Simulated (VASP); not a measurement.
# HgTe (F-43m) in VASP: notebook

HgTe is run at these levels: PBE; tasks: single point.

All numbers are computed with VASP 6.6.1; they aren't measurements. Logs are shortened: lines on timing, memory, paths and dates and some standing lists are left out, and cuts for length are marked.

### 1 The cell of the first run

The structure is cubic, space group F-43m (No. 216). Conventional cell: a = 5.716 Å, b = 5.716 Å, c = 5.716 Å, α = 90.00°, β = 90.00°, γ = 90.00°. Within 3.3 Å of Hg (site symmetry -43m) lie 4 Te at 2.47 Å. Within 3.3 Å of Te (site symmetry -43m) lie 4 Hg at 2.47 Å.

### 2 Single point, PBE

Input file INCAR:

```
PREC = Accurate ; ENCUT = 520
EDIFF = 1E-6 ; ISMEAR = -1
SIGMA = 0.15 ; LREAL = F
LASPH = T ; NELM = 60
ALGO = Normal ; ISIF = 2
LWAVE = F ; LCHARG = T
GGA = PE ; LELF = T
LVHAR = T ; NBANDS = 16
```

Input file KPOINTS:

```
regular mesh
0
Gamma
  12 12 12
```

Input file POSCAR:

```
HgTe
1.0
    0.0000000000      2.8578651030      2.8578651030
    2.8578651030      0.0000000000      2.8578651030
    2.8578651030      2.8578651030      0.0000000000
Hg Te
1 1
Direct
    0.0000000000      0.0000000000      0.0000000000
    0.7500000000      0.7500000000      0.7500000000
```

Potentials or basis: VASP PAW PBE potentials, release 64 (Hg, Te).

On the command line:

```
cat potpaw_PBE.64/Hg/POTCAR potpaw_PBE.64/Te/POTCAR > POTCAR
mpirun -np 1 vasp_std > vasp.out
```

OUTCAR:

```text
PREC = Accurate
   ENCUT = 520
   EDIFF = 1E-6
   ISMEAR = -1
   LREAL = F
   LASPH = T
   NELM = 60
   ISIF = 2
   GGA = PE

 ion  position               nearest neighbor table
   1  0.000  0.000  0.000-   2 2.47   2 2.47   2 2.47   2 2.47
   2  0.750  0.750  0.750-   1 2.47   1 2.47   1 2.47   1 2.47

  LATTYP: Found a face centered cubic cell.
 ALAT       =     5.7157302060

  Lattice vectors:

 A1 = (   0.0000000000,   2.8578651030,   2.8578651030)
 A2 = (   2.8578651030,   0.0000000000,   2.8578651030)
 A3 = (   2.8578651030,   2.8578651030,   0.0000000000)

Analysis of symmetry for initial positions (statically):
=====================================================================
 Subroutine PRICEL returns:
 Original cell was already a primitive cell.

 Routine SETGRP: Setting up the symmetry group for a
 face centered cubic supercell.

 Subroutine GETGRP returns: Found 24 space group operations
 (whereof 24 operations were pure point group operations)
 out of a pool of 48 trial point group operations.

The static configuration has the point symmetry T_d .

Analysis of symmetry for dynamics (positions and initial velocities):
=====================================================================
 Subroutine PRICEL returns:
 Original cell was already a primitive cell.

 Routine SETGRP: Setting up the symmetry group for a
 face centered cubic supercell.

 Subroutine GETGRP returns: Found 24 space group operations
 (whereof 24 operations were pure point group operations)
 out of a pool of 48 trial point group operations.

The dynamic configuration has the point symmetry T_d .

 Subroutine INISYM returns: Found 24 space group operations
 (whereof 24 operations are pure point group operations),
 and found     1 'primitive' translations

----------------------------------------------------------------------------------------

                                     Primitive cell

  volume of cell :      46.6826

  direct lattice vectors                    reciprocal lattice vectors
     0.000000000  2.857865103  2.857865103    -0.174955774  0.174955774  0.174955774
     2.857865103  0.000000000  2.857865103     0.174955774 -0.174955774  0.174955774
     2.857865103  2.857865103  0.000000000     0.174955774  0.174955774 -0.174955774

  length of vectors
     4.041631588  4.041631588  4.041631588     0.303032289  0.303032289  0.303032289

  position of ions in fractional coordinates (direct lattice)
     0.000000000  0.000000000  0.000000000
     0.750000000  0.750000000  0.750000000

  ion indices of the primitive-cell ions
   primitive index   ion index
                 1           1
                 2           2

----------------------------------------------------------------------------------------

 KPOINTS: regular mesh

Automatic generation of k-mesh.
 Grid dimensions read from file:
 generate k-points for:   12   12   12

 Generating k-lattice:

  Cartesian coordinates                     Fractional coordinates (reciprocal lattice)
    -0.014579648  0.014579648  0.014579648     0.083333333  0.000000000  0.000000000
     0.014579648 -0.014579648  0.014579648     0.000000000  0.083333333  0.000000000
     0.014579648  0.014579648 -0.014579648     0.000000000  0.000000000  0.083333333

  Length of vectors
     0.025252691  0.025252691  0.025252691

  Shift w.r.t. Gamma in fractional coordinates (k-lattice)
     0.000000000  0.000000000  0.000000000

 Subroutine IBZKPT returns following result:
 ===========================================

 Found     72 irreducible k-points:

 Following reciprocal coordinates:
            Coordinates               Weight
  0.000000  0.000000  0.000000      1.000000
  0.083333  0.000000  0.000000      8.000000
  0.166667  0.000000  0.000000      8.000000
  0.250000  0.000000  0.000000      8.000000
  0.333333  0.000000  0.000000      8.000000
  0.416667  0.000000  0.000000      8.000000
[... 16 lines left out ...]
  0.500000  0.166667  0.000000     24.000000
 -0.416667  0.166667  0.000000     24.000000
 [... further k-points ...]
   k-points           NKPTS =     72   k-points in BZ     NKDIM =     72   number of bands    NBANDS=     16
   number of dos      NEDOS =    301   number of ions     NIONS =      2
   total plane-waves  NPLWV =  27000
   dimension x,y,z NGX =    30 NGY =   30 NGZ =   30
   dimension x,y,z NGXF=    60 NGYF=   60 NGZF=   60
   ions per type =               1   1
   NGX,Y,Z   is equivalent  to a cutoff of  12.34, 12.34, 12.34 a.u.
   NGXF,Y,Z  is equivalent  to a cutoff of  24.68, 24.68, 24.68 a.u.
 SYSTEM =  unknown system
   PREC   = accura    normal or accurate (medium, high low for compatibility)
   ISTART =      0    job   : 0-new  1-cont  2-samecut
   ICHARG =      2    charge: 1-file 2-atom 10-const
   ISPIN  =      1    spin polarized calculation?
   LNONCOLLINEAR =      F non collinear calculations
   LSORBIT =      F    spin-orbit coupling
   LASPH  =      T    aspherical Exc in radial PAW
   ENCUT  =  520.0 eV  38.22 Ry    6.18 a.u.   7.51  7.51  7.51*2*pi/ulx,y,z
   NELM   =     60;   NELMIN=  2; NELMDL= -5     # of ELM steps
   EDIFF  = 0.1E-05   stopping-criterion for ELM
   LREAL  =      F    real-space projection
   EDIFFG = 0.1E-04   stopping-criterion for IOM
   NSW    =      0    number of steps for IOM
   IBRION =     -1    ionic relax: 0-MD 1-quasi-New 2-CG
   NFREE  =      0    steps in history (QN), initial steepest desc. (CG)
   ISIF   =      2    stress and relaxation
   ISYM   =      2    0-nonsym 1-usesym 2-fastsym
   POTIM  = 0.5000    time-step for ionic-motion
   TEBEG  =    0.0;   TEEND  =   0.0 temperature during run
   PSTRESS=    0.0 pullay stress
   NELECT =      18.0000    total number of electrons
   NUPDOWN=      -1.0000    fix difference up-down
   EMIN   =  10.00;   EMAX   =-10.00  energy-range for DOS
   EFERMI =   0.00;   METHOD = LEGACY
   ISMEAR =    -1;   SIGMA  =   0.15  broadening in eV -4-tet -1-fermi 0-gaus
   EFERMI_NEDOS =   21; number of points for ismear=-14 and -15
   IALGO  =     38    algorithm
   IMIX   =      4    mixing-type and parameters
     AMIX     =   0.40;   BMIX     =  1.00
     AMIX_MAG =   1.60;   BMIX_MAG =  1.00
  volume/ion in A,a.u.               =      23.34       157.51
  Fermi-wavevector in a.u.,A,eV,Ry     =   1.191555  2.251712 19.317583  1.419802
  Thomas-Fermi vector in A             =   2.327613
   LORBIT       =      0    0 simple, 1 ext, 2 COOP (PROOUT), +10 PAW based schemes
   GGA     = PE    functional components
   LHFCALC =     F    Hartree Fock is set to
   AEXX    =    0.0000 exact exchange contribution
   IVDW    =     0    specifies the selected vdW correction
   LEPSILON=     F    determine dielectric tensor
   LRPA    =     F    only Hartree local field effects (RPA)
 non-spin polarized calculation
  energy-cutoff  :      520.00
  volume of cell :       46.68
 maximum number of plane-waves:      1283
   NGX = 15   NGY = 15   NGZ = 15

 number of electron      18.0000003 magnetization

 Free energy of the ion-electron system (eV)
  ---------------------------------------------------
  ext. energy  EPLUGINS =         0.00000000
  ---------------------------------------------------
  free energy    TOTEN  =        -0.96566919 eV

  energy without entropy =       -0.96285533  energy(sigma->0) =       -0.96426226

 E-fermi :   8.3324     XC(G=0): -10.5347

 val. band max:        8.0819979383   @ k =   0.0000   0.0000   0.0000
 cond. band min:       8.3420212424   @ k =   0.0000   0.0000   0.0000
 fundamental gap:      0.2600233041
 Fermi energy:         8.3324218812

 k-point     1 :       0.0000    0.0000    0.0000
  band No.  band energies     occupation
      1      -7.5334      2.00000
      2      -2.3370      2.00000
      3      -2.3370      2.00000
      4      -2.3370      2.00000
      5      -1.2531      2.00000
      6      -1.2531      2.00000
[... 8 lines left out ...]
     15      17.2224      0.00000
     16      17.2224      0.00000

 k-point     2 :       0.0833    0.0000    0.0000
  band No.  band energies     occupation
      1      -7.4668      2.00000
      2      -2.3346      2.00000
      3      -2.3167      2.00000
      4      -2.3167      2.00000
      5      -1.2576      2.00000
      6      -1.2576      2.00000
[... 8 lines left out ...]
     15      16.7122      0.00000
     16      16.7122      0.00000

 k-point     3 :       0.1667    0.0000    0.0000
  band No.  band energies     occupation
      1      -7.2787      2.00000
      2      -2.3082      2.00000
      3      -2.2630      2.00000
      4      -2.2630      2.00000
      5      -1.2658      2.00000
      6      -1.2658      2.00000
[... 8 lines left out ...]
     15      16.2596      0.00000
     16      16.2596      0.00000

 k-point     4 :       0.2500    0.0000    0.0000
  band No.  band energies     occupation
      1      -7.0067      2.00000
      2      -2.2039      2.00000
      3      -2.1959      2.00000
      4      -2.1959      2.00000
      5      -1.2650      2.00000
      6      -1.2650      2.00000
[... 8 lines left out ...]
     15      16.2840      0.00000
     16      16.2840      0.00000

 k-point     5 :       0.3333    0.0000    0.0000
  band No.  band energies     occupation
      1      -6.7166      2.00000
      2      -2.1394      2.00000
      3      -2.1394      2.00000
      4      -1.9419      2.00000
      5      -1.2466      2.00000
      6      -1.2466      2.00000
[... 8 lines left out ...]
     15      16.8434      0.00000
     16      16.8434      0.00000

 k-point     6 :       0.4167    0.0000    0.0000
  band No.  band energies     occupation
      1      -6.4937      2.00000
      2      -2.1066      2.00000
      3      -2.1066      2.00000
      4      -1.4396      2.00000
      5      -1.2194      2.00000
      6      -1.2194      2.00000
[... 8 lines left out ...]
     15      17.7077      0.00000
     16      17.7077      0.00000
[... 267 lines left out ...]
 k-point    21 :       0.3333    0.1667    0.0000
  band No.  band energies     occupation
      1      -6.7227      2.00000
      2      -2.2951      2.00000
      3      -2.0388      2.00000
      4      -2.0000      2.00000
      5      -1.3019      2.00000
      6      -1.1966      2.00000
[... 8 lines left out ...]
     15      17.2752      0.00000
     16      17.9306      0.00000

 k-point    22 :       0.4167    0.1667    0.0000
  band No.  band energies     occupation
      1      -6.4738      2.00000
      2      -2.1739      2.00000
      3      -1.9927      2.00000
      4      -1.8057      2.00000
      5      -1.1881      2.00000
      6      -1.1864      2.00000
[... 8 lines left out ...]
     15      17.9440      0.00000
     16      18.5052      0.00000

 k-point    23 :       0.5000    0.1667    0.0000
  band No.  band energies     occupation
      1      -6.3141      2.00000
      2      -2.1108      2.00000
      3      -1.9785      2.00000
      4      -1.5115      2.00000
      5      -1.1994      2.00000
      6      -0.9057      2.00000
[... 8 lines left out ...]
     15      18.3548      0.00000
     16      18.5069      0.00000

 k-point    24 :      -0.4167    0.1667    0.0000
  band No.  band energies     occupation
      1      -6.2934      2.00000
      2      -2.0890      2.00000
      3      -1.9923      2.00000
      4      -1.3780      2.00000
      5      -1.2380      2.00000
      6      -0.8530      2.00000
[... 8 lines left out ...]
     15      17.5130      0.00000
     16      17.8035      0.00000

 [... further k-points ...]
[... 5 lines left out ...]
  --------------------------------------------------------------------------------------
  -------------------------------------------------------------------------------------
  Total       14.7061545     14.7061545     14.7061545      0.0000000      0.0000000      0.0000000
  in kB      504.7246740    504.7246740    504.7246740      0.0000000      0.0000000      0.0000000
  external PRESSURE =     504.7246740 kB  Pullay stress =       0.0000000 kB

 VOLUME and BASIS-vectors are now :
 -----------------------------------------------------------------------------
  energy-cutoff  :      520.00
  volume of cell :       46.68
      direct lattice vectors                 reciprocal lattice vectors
     0.000000000  2.857865103  2.857865103    -0.174955774  0.174955774  0.174955774
     2.857865103  0.000000000  2.857865103     0.174955774 -0.174955774  0.174955774
     2.857865103  2.857865103  0.000000000     0.174955774  0.174955774 -0.174955774

 POSITION                                       TOTAL-FORCE (eV/Angst)
 -----------------------------------------------------------------------------------
      0.00000      0.00000      0.00000         0.000000      0.000000      0.000000
      4.28680      4.28680      4.28680        -0.000000     -0.000000     -0.000000
 -----------------------------------------------------------------------------------
    total drift:                               -0.000000     -0.000000     -0.000000

  FREE ENERGIE OF THE ION-ELECTRON SYSTEM (eV)
  ---------------------------------------------------
  free  energy   TOTEN  =        -0.9656691878 eV

  energy  without entropy=       -0.9628553270  energy(sigma->0) =       -0.96426226
```

Wall time 50 s (1 thread of Intel Xeon Platinum 8175M at 2.50GHz (Skylake/Cascade Lake), shared host); peak memory 0.21 GiB.

What came out:

| Item | Value |
| --- | --- |
| Free energy | -0.9657 eV |
| Pressure | 50.5 GPa |

Levels at points of the mesh, in eV from the Fermi level:
```csv
k point,band 6,band 7,band 8,band 9,band 10,band 11,band 12,band 13
"(0.00, 0.00, 0.00)",-9.59,-0.25,-0.25,-0.25,0.01,2.97,2.97,2.97
"(0.50, 0.00, 0.00)",-9.12,-8.77,-2.26,-2.26,0.39,4.16,4.16,5.60
"(0.50, 0.50, 0.00)",-8.63,-8.15,-4.63,-4.63,0.95,1.09,9.70,9.84
```

Caveat: spin-orbit coupling is left out, which moves the levels of the heavy elements.

### 3 Single point, PBE

This run uses another cell than the first one, of 36.75 Å³/atom, 1.575 times its volume.

Input file INCAR:

```
  ALGO = Normal
  EDIFF = 1E-6
  ENCUT = 520
  GGA = PE
  ISIF = 2
  ISMEAR = 0
  LASPH = True
  LCHARG = True
  LELF = True
  LREAL = False
  LVHAR = True
  LWAVE = False
  NBANDS = 16
  NELM = 60
  PREC = Accurate
  SIGMA = 0.1
```

Input file KPOINTS:

```
k-points
0
Gamma
  12 12 12
```

Input file POSCAR:

```
HgTe
1.0
    0.0000000000      3.3247980849      3.3247980849
    3.3247980849      0.0000000000      3.3247980849
    3.3247980849      3.3247980849      0.0000000000
Hg Te
1 1
Direct
    0.0000000000      0.0000000000      0.0000000000
    0.7500000000      0.7500000000      0.7500000000
```

Potentials or basis: VASP PAW PBE potentials, release 64 (Hg, Te).

On the command line:

```
cat potpaw_PBE.64/Hg/POTCAR potpaw_PBE.64/Te/POTCAR > POTCAR
mpirun -np 1 vasp_std > vasp.out
```

Run time: 56 s. Hardware: 1 thread of Intel Xeon Platinum 8175M at 2.50GHz (Skylake/Cascade Lake), shared host; peak memory 0.26 GiB.

It converged, with:

```
Free energy            : -3.6519 eV
Pressure               : 0.1 GPa
Band gap on the k mesh : zero (filled and empty bands touch)
```

Levels at points of the mesh, in eV from the Fermi level:
```csv
k point,band 5,band 6,band 7,band 8,band 9,band 10,band 11,band 12,band 13,band 14
"(0.00, 0.00, 0.00)",-6.53,-6.53,-0.99,-0.07,-0.07,-0.07,4.30,4.30,4.30,6.44
"(0.50, 0.00, 0.00)",-6.52,-6.28,-5.03,-0.90,-0.90,0.63,5.04,5.04,6.73,7.69
"(0.50, 0.50, 0.00)",-6.48,-6.17,-5.06,-2.00,-2.00,1.84,2.63,7.85,8.44,8.44
```

Caveat: spin-orbit coupling is left out, which moves the levels of the heavy elements.

### 4 Single point, PBE

This run uses another cell than the first one, of 36.75 Å³/atom, 1.575 times its volume.

Input file INCAR:

```
SYSTEM = HgTe
PREC = Accurate ; ENCUT = 520
EDIFF = 1E-7 ; ISMEAR = 0
SIGMA = 0.1 ; LREAL = .FALSE.
LASPH = .TRUE. ; NELM = 80
ALGO = Normal ; ISIF = 2
LWAVE = .FALSE. ; LCHARG = .FALSE.
GGA = PE ; NBANDS = 16
```

Input file KPOINTS:

```
Automatic mesh
0
G
  12 12 12
  0 0 0
```

POSCAR is that of step 3.

On the command line:

```
cat potpaw_PBE.64/Hg/POTCAR potpaw_PBE.64/Te/POTCAR > POTCAR
mpirun -np 1 vasp_std > vasp.out
```

Run time: 61 s. Hardware: 1 thread of Intel Xeon Platinum 8175M at 2.50GHz (Skylake/Cascade Lake), shared host; peak memory 0.26 GiB.

The run converged. Its results:

| Quantity | Value |
| --- | --- |
| Free energy | -3.6519 eV |
| Pressure | 0.1 GPa |
| Band gap on the k mesh | zero (filled and empty bands touch) |

Levels at points of the mesh, in eV from the Fermi level:
```csv
k point,band 7,band 8,band 9,band 10,band 11,band 12
"(0.00, 0.00, 0.00)",-0.99,-0.07,-0.07,-0.07,4.30,4.30
"(0.50, 0.00, 0.00)",-5.03,-0.90,-0.90,0.63,5.04,5.04
"(0.50, 0.50, 0.00)",-5.06,-2.00,-2.00,1.84,2.64,7.85
```

Caveat: spin-orbit coupling is left out, which moves the levels of the heavy elements.
